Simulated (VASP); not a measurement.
Set up this calculation in VASP 6.6.1, as the native input.

```yaml
Task: relaxation of cell and atoms
Functional: r2SCAN
Potentials_or_basis: VASP PAW PBE potentials, release 64 (Nb_sv, Si)
Cutoff: 550 eV
k_mesh: 8 × 8 × 8
Occupations: fermi-dirac, width 0.05 eV
Spin: no spin polarisation
Target_pressure: 20 GPa
Dipole_correction: no
Further_INCAR_settings: ALGO = Normal; EDIFF = 1e-07; IBRION = 2; EDIFFG = -0.01; NSW = 60; ISIF = 3
```

The system is NbSi.

```xyz
2
Lattice="3.1564 0.0000 0.0000 0.0000 3.1564 0.0000 0.0000 0.0000 3.1564" Properties=species:S:1:pos:R:3 pbc="T T T"
Nb    0.0000    0.0000    0.0000
Si    1.5782    1.5782    1.5782
```

These files were run (other wordings do the same):

POSCAR

```
NbSi
1.0
    3.1564400000      0.0000000000      0.0000000000
    0.0000000000      3.1564400000      0.0000000000
    0.0000000000      0.0000000000      3.1564400000
Nb Si
1 1
Direct
    0.0000000000      0.0000000000      0.0000000000
    0.5000000000      0.5000000000      0.5000000000
```

INCAR.step1

```
PREC = Accurate
ENCUT = 550
ISMEAR = -1
SIGMA = 0.05
LREAL = F
LASPH = T
NELM = 120
GGA = PE
ALGO = Normal
EDIFF = 1E-5
LWAVE = T
LCHARG = F
GGA_COMPAT = F
IBRION = 2
ISIF = 3
EDIFFG = -0.005
NELMIN = 4
NSW = 100
```

INCAR.step2

```
PREC = Accurate
ENCUT = 550
EDIFF = 1E-7
ISMEAR = -1
SIGMA = 0.05
LREAL = F
LASPH = T
NELM = 120
ALGO = Normal
ISIF = 3
LWAVE = F
LCHARG = F
METAGGA = R2SCAN
LMIXTAU = T
IBRION = 2
NSW = 60
EDIFFG = -0.01
PSTRESS = 200.0
ISTART = 1
GGA_COMPAT = F
NELMIN = 4
```

KPOINTS

```
regular mesh
0
Gamma
  8 8 8
```

Potentials or basis: VASP PAW PBE potentials, release 64 (Nb_sv, Si).

Launch:

```console
$ cat potpaw_PBE.64/Nb_sv/POTCAR potpaw_PBE.64/Si/POTCAR > POTCAR
$ cp INCAR.step1 INCAR
$ mpirun -np 1 vasp_std > vasp.out
$ cp INCAR.step2 INCAR
$ mpirun -np 1 vasp_std > vasp.out
```

It gave:

```json
{
 "Relaxed volume": "14.15 Å³/atom",
 "Relaxed cell": "a = 3.047 Å, b = 3.047 Å, c = 3.047 Å, α = 90.00°, β = 90.00°, γ = 90.00°",
 "Space group after relaxing (to 0.05 Å)": "Pm-3m (No. 221)",
 "Energy change on relaxing (the enthalpy is what falls)": "+78.7 meV/atom",
 "Ionic steps": "5",
 "Pressure after relaxing": "20.0 GPa"
}
```

Caveat: the cell is relaxed towards a set pressure, so the enthalpy falls and the energy may rise; the PAW data sets were made with another functional, which shifts forces and pressure a little.

Run time: 120 s on 1 thread of Intel(R) Xeon(R) Platinum 8488C (Sapphire Rapids), with other jobs on the host, peak memory 0.16 GiB.
